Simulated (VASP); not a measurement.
# Pt (R-3m) in VASP: a series of runs

Runs on Pt. Level: LDA. Tasks: single point.

All numbers are computed with VASP 6.6.1; they aren't measurements. Logs are shortened: lines on timing, memory, paths and dates and some standing lists are left out, and cuts for length are marked.

## 1. The cell of the first run

The structure is trigonal, space group R-3m (No. 166). Conventional cell: a = 2.877 Å, b = 2.877 Å, c = 5.530 Å, α = 90.00°, β = 90.00°, γ = 120.00°. Pt (site symmetry -3m) has 12 Pt at 2.48 to 2.88 Å within 3.3 Å.

## 2. Single point, LDA

The input, INCAR:

```
  PREC = Accurate
  ENCUT = 520
  EDIFF = 1E-6
  ISMEAR = 0
  SIGMA = 0.15
  LREAL = F
  LASPH = T
  NELM = 60
  ALGO = Normal
  ISIF = 2
  LWAVE = F
  LCHARG = F
  NBANDS = 11
```

The input, KPOINTS:

```
Automatic mesh
0
Gamma
  20 20 20
```

The input, POSCAR:

```
Pt
1.0
   -0.2920150933      1.7423567231      1.7423567231
    1.7423567231     -0.2920150933      1.7423567231
    1.7423567231      1.7423567231     -0.2920150933
Pt
1
Direct
    0.0000000000      0.0000000000      0.0000000000
```

Potentials or basis: VASP PAW LDA potentials, release 64 (Pt).

Started as:

```
cat potpaw_LDA.64/Pt/POTCAR > POTCAR
mpirun -np 1 vasp_std > vasp.out
```

OUTCAR:

```text
PREC = Accurate
   ENCUT = 520
   EDIFF = 1E-6
   ISMEAR = 0
   LREAL = F
   LASPH = T
   NELM = 60
   ISIF = 2

 ion  position               nearest neighbor table
   1  0.000  0.000  0.000-

  LATTYP: Found a trigonal (rhomboedric) cell.
 ALAT       =     2.4813074610
 COS(alpha) =     0.3277984672

  Lattice vectors:

 A1 = (  -0.2920150933,   1.7423567231,   1.7423567231)
 A2 = (   1.7423567231,  -0.2920150933,   1.7423567231)
 A3 = (   1.7423567231,   1.7423567231,  -0.2920150933)

Analysis of symmetry for initial positions (statically):
=====================================================================
 Subroutine PRICEL returns:
 Original cell was already a primitive cell.

 Routine SETGRP: Setting up the symmetry group for a
 trigonal (rhombohedral) supercell.

 Subroutine GETGRP returns: Found 12 space group operations
 (whereof 12 operations were pure point group operations)
 out of a pool of 12 trial point group operations.

The static configuration has the point symmetry D_3d.

Analysis of symmetry for dynamics (positions and initial velocities):
=====================================================================
 Subroutine PRICEL returns:
 Original cell was already a primitive cell.

 Routine SETGRP: Setting up the symmetry group for a
 trigonal (rhombohedral) supercell.

 Subroutine GETGRP returns: Found 12 space group operations
 (whereof 12 operations were pure point group operations)
 out of a pool of 12 trial point group operations.

The dynamic configuration has the point symmetry D_3d.

 Subroutine INISYM returns: Found 12 space group operations
 (whereof 12 operations are pure point group operations),
 and found     1 'primitive' translations

----------------------------------------------------------------------------------------

                                     Primitive cell

  volume of cell :      13.2135

  direct lattice vectors                    reciprocal lattice vectors
    -0.292015093  1.742356723  1.742356723    -0.223296592  0.268255637  0.268255637
     1.742356723 -0.292015093  1.742356723     0.268255637 -0.223296592  0.268255637
     1.742356723  1.742356723 -0.292015093     0.268255637  0.268255637 -0.223296592

  length of vectors
     2.481307461  2.481307461  2.481307461     0.440208520  0.440208520  0.440208520

  position of ions in fractional coordinates (direct lattice)
     0.000000000  0.000000000  0.000000000

  ion indices of the primitive-cell ions
   primitive index   ion index
                 1           1

----------------------------------------------------------------------------------------

 KPOINTS: Automatic mesh

Automatic generation of k-mesh.
 Grid dimensions read from file:
 generate k-points for:   20   20   20

 Generating k-lattice:

  Cartesian coordinates                     Fractional coordinates (reciprocal lattice)
    -0.011164830  0.013412782  0.013412782     0.050000000  0.000000000 -0.000000000
     0.013412782 -0.011164830  0.013412782     0.000000000  0.050000000 -0.000000000
     0.013412782  0.013412782 -0.011164830     0.000000000  0.000000000  0.050000000

  Length of vectors
     0.022010426  0.022010426  0.022010426

  Shift w.r.t. Gamma in fractional coordinates (k-lattice)
     0.000000000  0.000000000  0.000000000

 Subroutine IBZKPT returns following result:
 ===========================================

 Found    781 irreducible k-points:

 Following reciprocal coordinates:
            Coordinates               Weight
  0.000000  0.000000  0.000000      1.000000
  0.050000  0.000000 -0.000000      6.000000
  0.100000  0.000000  0.000000      6.000000
  0.150000  0.000000  0.000000      6.000000
  0.200000  0.000000  0.000000      6.000000
  0.250000  0.000000  0.000000      6.000000
[... 16 lines left out ...]
 -0.400000  0.050000  0.000000     12.000000
 -0.350000  0.050000  0.000000     12.000000
 [... further k-points ...]
   k-points           NKPTS =    781   k-points in BZ     NKDIM =    781   number of bands    NBANDS=     11
   number of dos      NEDOS =    301   number of ions     NIONS =      1
   total plane-waves  NPLWV =   5832
   dimension x,y,z NGX =    18 NGY =   18 NGZ =   18
   dimension x,y,z NGXF=    36 NGYF=   36 NGZF=   36
   ions per type =               1
   NGX,Y,Z   is equivalent  to a cutoff of  12.06, 12.06, 12.06 a.u.
   NGXF,Y,Z  is equivalent  to a cutoff of  24.12, 24.12, 24.12 a.u.
 SYSTEM =  unknown system
   PREC   = accura    normal or accurate (medium, high low for compatibility)
   ISTART =      0    job   : 0-new  1-cont  2-samecut
   ICHARG =      2    charge: 1-file 2-atom 10-const
   ISPIN  =      1    spin polarized calculation?
   LNONCOLLINEAR =      F non collinear calculations
   LSORBIT =      F    spin-orbit coupling
   LASPH  =      T    aspherical Exc in radial PAW
   ENCUT  =  520.0 eV  38.22 Ry    6.18 a.u.   4.61  4.61  4.61*2*pi/ulx,y,z
   NELM   =     60;   NELMIN=  2; NELMDL= -5     # of ELM steps
   EDIFF  = 0.1E-05   stopping-criterion for ELM
   LREAL  =      F    real-space projection
   EDIFFG = 0.1E-04   stopping-criterion for IOM
   NSW    =      0    number of steps for IOM
   IBRION =     -1    ionic relax: 0-MD 1-quasi-New 2-CG
   NFREE  =      0    steps in history (QN), initial steepest desc. (CG)
   ISIF   =      2    stress and relaxation
   ISYM   =      2    0-nonsym 1-usesym 2-fastsym
   POTIM  = 0.5000    time-step for ionic-motion
   TEBEG  =    0.0;   TEEND  =   0.0 temperature during run
   PSTRESS=    0.0 pullay stress
   NELECT =      10.0000    total number of electrons
   NUPDOWN=      -1.0000    fix difference up-down
   EMIN   =  10.00;   EMAX   =-10.00  energy-range for DOS
   EFERMI =   0.00;   METHOD = LEGACY
   ISMEAR =     0;   SIGMA  =   0.15  broadening in eV -4-tet -1-fermi 0-gaus
   EFERMI_NEDOS =   21; number of points for ismear=-14 and -15
   IALGO  =     38    algorithm
   IMIX   =      4    mixing-type and parameters
     AMIX     =   0.40;   BMIX     =  1.00
     AMIX_MAG =   1.60;   BMIX_MAG =  1.00
  volume/ion in A,a.u.               =      13.21        89.17
  Fermi-wavevector in a.u.,A,eV,Ry     =   1.491885  2.819254 30.282766  2.225721
  Thomas-Fermi vector in A             =   2.604483
   LORBIT       =      0    0 simple, 1 ext, 2 COOP (PROOUT), +10 PAW based schemes
[... 45 lines left out ...]
  band No.  band energies     occupation
      1       2.2462      2.00000
      2       7.2846      2.00000
      3       7.3084      2.00000
      4      11.9168      2.00000
      5      12.7232      2.00000
      6      12.7496      2.00000
      7      28.1064      0.00000
      8      31.6082      0.00000
      9      32.1230      0.00000
     10      39.9526      0.00000
     11      41.4818      0.00000

 k-point     3 :       0.1000    0.0000    0.0000
  band No.  band energies     occupation
      1       2.5473      2.00000
      2       7.3263      2.00000
      3       7.4245      2.00000
      4      11.8982      2.00000
      5      12.5985      2.00000
      6      12.6948      2.00000
      7      28.5214      0.00000
      8      30.8102      0.00000
      9      32.7657      0.00000
     10      39.8587      0.00000
     11      42.2316      0.00000

 k-point     4 :       0.1500    0.0000    0.0000
  band No.  band energies     occupation
      1       3.0081      2.00000
      2       7.3793      2.00000
      3       7.6171      2.00000
      4      11.9080      2.00000
      5      12.4387      2.00000
      6      12.6280      2.00000
      7      28.8946      0.00000
      8      29.8620      0.00000
      9      33.7909      0.00000
     10      39.8054      0.00000
     11      40.4300      0.00000

 k-point     5 :       0.2000    0.0000    0.0000
  band No.  band energies     occupation
      1       3.5597      2.00000
      2       7.4228      2.00000
      3       7.9042      2.00000
      4      11.9675      2.00000
      5      12.2973      2.00000
      6      12.5948      2.00000
      7      27.9395      0.00000
      8      30.0000      0.00000
      9      35.1432      0.00000
     10      38.4789      0.00000
     11      38.8914      0.00000

 k-point     6 :       0.2500    0.0000    0.0000
  band No.  band energies     occupation
      1       4.0989      2.00000
      2       7.4375      2.00000
      3       8.3395      2.00000
      4      12.0229      2.00000
      5      12.2191      2.00000
      6      12.6917      2.00000
      7      26.4112      0.00000
      8      30.3168      0.00000
      9      36.6333      0.00000
     10      36.8057      0.00000
     11      38.4336      0.00000

 k-point     7 :       0.3000    0.0000    0.0000
  band No.  band energies     occupation
      1       4.5178      2.00000
      2       7.4151      2.00000
      3       8.9916      2.00000
      4      12.0047      2.00000
      5      12.2236      2.00000
      6      12.9815      2.00000
      7      24.7991      0.00000
      8      30.2613      0.00000
      9      35.0824      0.00000
     10      38.5935      0.00000
     11      38.7940      0.00000

 k-point     8 :       0.3500    0.0000    0.0000
  band No.  band energies     occupation
      1       4.7702      2.00000
      2       7.3639      2.00000
      3       9.8691      2.00000
      4      11.9470      2.00000
      5      12.2977      2.00000
      6      13.3637      1.99279
      7      23.2402      0.00000
      8      29.9129      0.00000
      9      33.7650      0.00000
     10      39.4226      0.00000
     11      39.9378      0.00000
[... 141 lines left out ...]
 k-point    19 :       0.4000    0.0500    0.0000
  band No.  band energies     occupation
      1       4.9784      2.00000
      2       7.3554      2.00000
      3      10.1832      2.00000
      4      11.9089      2.00000
      5      12.4639      2.00000
      6      13.8970      0.01923
      7      22.2861      0.00000
      8      29.7706      0.00000
      9      33.0692      0.00000
     10      37.9084      0.00000
     11      40.3322      0.00000

 k-point    20 :       0.4500    0.0500    0.0000
  band No.  band energies     occupation
      1       5.0298      2.00000
      2       7.2968      2.00000
      3      10.9372      2.00000
      4      11.8440      2.00000
      5      12.7482      2.00000
      6      14.1768      0.00000
      7      21.1353      0.00000
      8      29.3703      0.00000
      9      32.3113      0.00000
     10      37.1645      0.00000
     11      41.4318      0.00000

 k-point    21 :       0.5000    0.0500   -0.0000
  band No.  band energies     occupation
      1       5.0382      2.00000
      2       7.2672      2.00000
      3      11.4242      2.00000
      4      11.8066      2.00000
      5      13.0311      2.00000
      6      14.0703      0.00007
      7      20.5800      0.00000
      8      29.1724      0.00000
      9      31.9162      0.00000
     10      36.8877      0.00000
     11      42.2263      0.00000

 k-point    22 :      -0.4500    0.0500   -0.0000
  band No.  band energies     occupation
      1       5.0265      2.00000
      2       7.2750      2.00000
      3      11.4364      2.00000
      4      11.8153      2.00000
      5      13.1341      2.00000
      6      13.7118      0.55167
      7      20.7658      0.00000
      8      29.2254      0.00000
      9      31.9137      0.00000
     10      37.1787      0.00000
     11      42.3822      0.00000

 k-point    23 :      -0.4000    0.0500    0.0000
  band No.  band energies     occupation
      1       4.9894      2.00000
      2       7.3164      2.00000
      3      10.9230      2.00000
      4      11.8229      2.00000
      5      12.8747      2.00000
      6      13.5285      1.74281
      7      21.5911      0.00000
      8      29.4892      0.00000
      9      32.3038      0.00000
     10      38.0024      0.00000
     11      41.7972      0.00000

 k-point    24 :      -0.3500    0.0500    0.0000
  band No.  band energies     occupation
      1       4.8942      2.00000
      2       7.3757      2.00000
      3      10.0374      2.00000
      4      11.8543      2.00000
      5      12.6132      2.00000
      6      13.3384      1.99656
      7      22.8507      0.00000
      8      29.8593      0.00000
      9      33.0557      0.00000
     10      39.0103      0.00000
     11      40.7846      0.00000

 [... further k-points ...]
[... 5 lines left out ...]
  --------------------------------------------------------------------------------------
  -------------------------------------------------------------------------------------
  Total        5.7163449      5.7163449      5.7163449      1.8560718      1.8560718      1.8560718
  in kB      693.1232365    693.1232365    693.1232365    225.0540375    225.0540375    225.0540375
  external PRESSURE =     693.1232365 kB  Pullay stress =       0.0000000 kB

 VOLUME and BASIS-vectors are now :
 -----------------------------------------------------------------------------
  energy-cutoff  :      520.00
  volume of cell :       13.21
      direct lattice vectors                 reciprocal lattice vectors
    -0.292015093  1.742356723  1.742356723    -0.223296592  0.268255637  0.268255637
     1.742356723 -0.292015093  1.742356723     0.268255637 -0.223296592  0.268255637
     1.742356723  1.742356723 -0.292015093     0.268255637  0.268255637 -0.223296592

 POSITION                                       TOTAL-FORCE (eV/Angst)
 -----------------------------------------------------------------------------------
      0.00000      0.00000      0.00000        -0.000000     -0.000000      0.000000
 -----------------------------------------------------------------------------------
    total drift:                                0.000000     -0.000000      0.000000

  FREE ENERGIE OF THE ION-ELECTRON SYSTEM (eV)
  ---------------------------------------------------
  free  energy   TOTEN  =        -6.8062057628 eV

  energy  without entropy=       -6.7965833857  energy(sigma->0) =       -6.80139457
```

It took 46 s on 1 thread of AMD EPYC 9R45 (Zen 5), shared host; peak memory 0.18 GiB.

What came out:

```yaml
Free_energy: -6.8062 eV
Pressure: 69.3 GPa
Band_gap_on_the_k_mesh: zero (band 5 reaches 15.74 eV, above the bottom of band 6 at 10.98 eV)
```

Levels at points of the mesh, in eV from the Fermi level:
| k point | band 2 | band 3 | band 4 | band 5 | band 6 | band 7 | band 8 | band 9 |
| --- | --- | --- | --- | --- | --- | --- | --- | --- |
| (0.00, 0.00, 0.00) | -6.38 | -6.38 | -1.72 | -0.88 | -0.88 | 14.30 | 18.25 | 18.25 |
| (0.50, 0.00, 0.00) | -6.41 | -1.84 | -1.35 | -1.12 | 0.05 | 6.93 | 15.37 | 18.29 |
| (0.50, 0.50, 0.00) | -7.99 | -0.45 | 0.06 | 2.10 | 2.21 | 9.19 | 11.52 | 15.65 |
| (0.50, 0.50, 0.50) | -5.42 | -5.42 | 1.66 | 1.66 | 2.42 | 11.70 | 12.18 | 17.12 |

Caveat: spin-orbit coupling is left out, which moves the levels of the heavy elements.

## 3. Single point, LDA

This run uses another cell than the first one, of the same volume but with other edges.

The input, INCAR:

```
PREC = Accurate ; ENCUT = 520
EDIFF = 1E-7 ; ISMEAR = 0
SIGMA = 0.15 ; LREAL = False
LASPH = True ; NELM = 80
ALGO = Fast ; ISIF = 2
LWAVE = False ; LCHARG = True
LELF = True ; LVHAR = True
NBANDS = 11
```

The input, KPOINTS:

```
regular mesh
0
Gamma
  20 20 20
```

The input, POSCAR:

```
Pt
1.0
    0.2920150933      2.0343718164      2.0343718164
    2.0343718164      0.2920150933      2.0343718164
    2.0343718164      2.0343718164      0.2920150933
Pt
1
Direct
    0.0000000000      0.0000000000      0.0000000000
```

Potentials or basis: VASP PAW LDA potentials, release 64 (Pt).

Started as:

```
cat potpaw_LDA.64/Pt/POTCAR > POTCAR
mpirun -np 1 vasp_std > vasp.out
```

Wall time 1.8 min (1 thread of AMD EPYC 9R45 (Zen 5), shared host); peak memory 0.2 GiB.

The run converged. Its results:

| Quantity | Value |
| --- | --- |
| Free energy | -6.7494 eV |
| Pressure | 73.7 GPa |
| Band gap on the k mesh | zero (band 5 reaches 15.44 eV, above the bottom of band 6 at 11.95 eV) |

Stress tensor (GPa, compression positive):
```
 73.66 -33.93 -33.93
-33.93  73.66 -33.93
-33.93 -33.93  73.66
```

Levels at points of the mesh, in eV from the Fermi level:
```
           k point  band 3  band 4  band 5  band 6  band 7  band 8
(0.00, 0.00, 0.00)   -4.53   -4.53   -0.89   -0.89   12.61   16.88
(0.50, 0.00, 0.00)   -2.79   -1.31    0.15    1.63    9.03   13.20
(0.50, 0.50, 0.00)   -0.38    0.33    1.72    2.06    9.62   11.35
(0.50, 0.50, 0.50)   -4.73   -2.59    0.16    0.16    3.58   15.35
```

Caveat: spin-orbit coupling is left out, which moves the levels of the heavy elements.

## 4. Single point, LDA

This run uses another cell than the first one, of 13.36 Å³/atom, 1.011 times its volume.

The input, INCAR:

```
SYSTEM = Pt
PREC = Accurate
ENCUT = 520
EDIFF = 1E-7
ISMEAR = 0
SIGMA = 0.15
LREAL = .FALSE.
LASPH = .TRUE.
NELM = 60
ALGO = Normal
ISIF = 2
LWAVE = .FALSE.
LCHARG = .FALSE.
GGA = CA
NBANDS = 11
```

The input, KPOINTS:

```
Automatic mesh
0
G
  20 20 20
  0 0 0
```

The input, POSCAR:

```
Pt
1.0
   -0.1946767288      1.7910259053      1.7910259053
    1.7910259053     -0.1946767288      1.7910259053
    1.7910259053      1.7910259053     -0.1946767288
Pt
1
Direct
    0.0000000000      0.0000000000      0.0000000000
```

Started as:

```
cat potpaw_LDA.64/Pt/POTCAR > POTCAR
mpirun -np 1 vasp_std > vasp.out
```

It took 51 s on 1 thread of AMD EPYC 9R45 (Zen 5), shared host; peak memory 0.19 GiB.

It converged, with:

- Free energy: -7.1295 eV
- Pressure: 51.4 GPa
- Band gap on the k mesh: zero (band 5 reaches 14.97 eV, above the bottom of band 6 at 11.02 eV)

Stress tensor (GPa, compression positive):
```
51.43 16.19 16.19
16.19 51.43 16.19
16.19 16.19 51.43
```

Levels at points of the mesh, in eV from the Fermi level:
```
           k point  band 2  band 3  band 4  band 5  band 6  band 7  band 8  band 9
(0.00, 0.00, 0.00)   -5.71   -5.71   -2.81   -1.43   -1.43   14.16   18.51   18.51
(0.50, 0.00, 0.00)   -5.90   -2.92   -1.30   -0.76    0.28    6.59   14.56   18.73
(0.50, 0.50, 0.00)   -8.01   -0.28    0.35    1.40    1.84    9.91   10.80   14.13
(0.50, 0.50, 0.50)   -5.10   -5.10    0.91    0.91    1.04    9.72   12.68   17.75
```

Caveat: spin-orbit coupling is left out, which moves the levels of the heavy elements.

## 5. Single point, LDA

This run uses another cell than the first one, of 13.36 Å³/atom, 1.011 times its volume.

The input, INCAR:

```
ALGO = Fast
EDIFF = 1E-6
ENCUT = 520
GGA = CA
ISIF = 2
ISMEAR = 0
LASPH = T
LCHARG = F
LREAL = F
LWAVE = F
NBANDS = 11
NELM = 80
PREC = Accurate
SIGMA = 0.15
```

The input, KPOINTS:

```
k-points
0
Gamma
  20 20 20
```

The input, POSCAR:

```
Pt
1.0
    0.1946767288      1.9857026342      1.9857026342
    1.9857026342      0.1946767288      1.9857026342
    1.9857026342      1.9857026342      0.1946767288
Pt
1
Direct
    0.0000000000      0.0000000000      0.0000000000
```

Started as:

```
cat potpaw_LDA.64/Pt/POTCAR > POTCAR
mpirun -np 1 vasp_std > vasp.out
```

Wall time 95 s (1 thread of AMD EPYC 9R45 (Zen 5), shared host); peak memory 0.2 GiB.

It converged, with:

- Free energy: -7.1222 eV
- Pressure: 52.6 GPa
- Band gap on the k mesh: zero (band 5 reaches 14.80 eV, above the bottom of band 6 at 11.66 eV)

Stress tensor (GPa, compression positive):
```
 52.59 -19.75 -19.75
-19.75  52.59 -19.75
-19.75 -19.75  52.59
```

Levels at points of the mesh, in eV from the Fermi level:
```
           k point  band 2  band 3  band 4  band 5  band 6  band 7  band 8  band 9
(0.00, 0.00, 0.00)   -5.90   -4.33   -4.33   -1.37   -1.37   13.62   17.36   21.87
(0.50, 0.00, 0.00)   -5.83   -3.34   -0.77   -0.25    1.09    8.12   13.50   17.89
(0.50, 0.50, 0.00)   -7.90   -0.21    0.53    1.24    1.82   10.14   10.77   13.93
(0.50, 0.50, 0.50)   -4.58   -4.58   -2.13    0.04    0.04    4.63   14.94   22.24
```

Caveat: spin-orbit coupling is left out, which moves the levels of the heavy elements.

## 6. Summary

```csv
cell,gap on the mesh (eV),pressure (GPa)
"a = 2.481 Å, angles 70.9°, 1 atom",none,69.3
"a = 2.892 Å, angles 50.4°, 1 atom",none,73.7
"a = 2.540 Å, angles 67.1°, 1 atom",none,51.4
"a = 2.815 Å, angles 53.5°, 1 atom",none,52.6
```

Alike in all rows: task single point; level LDA; potentials or basis VASP PAW LDA potentials, release 64 (Pt); no spin polarisation; k mesh 20 × 20 × 20; cutoff (eV) 520; smearing gaussian 0.15 eV.

Caveats: spin-orbit coupling is left out, which moves the levels of the heavy elements.

Total energies depend on the potentials used, so only differences within one code and one set of settings carry meaning.
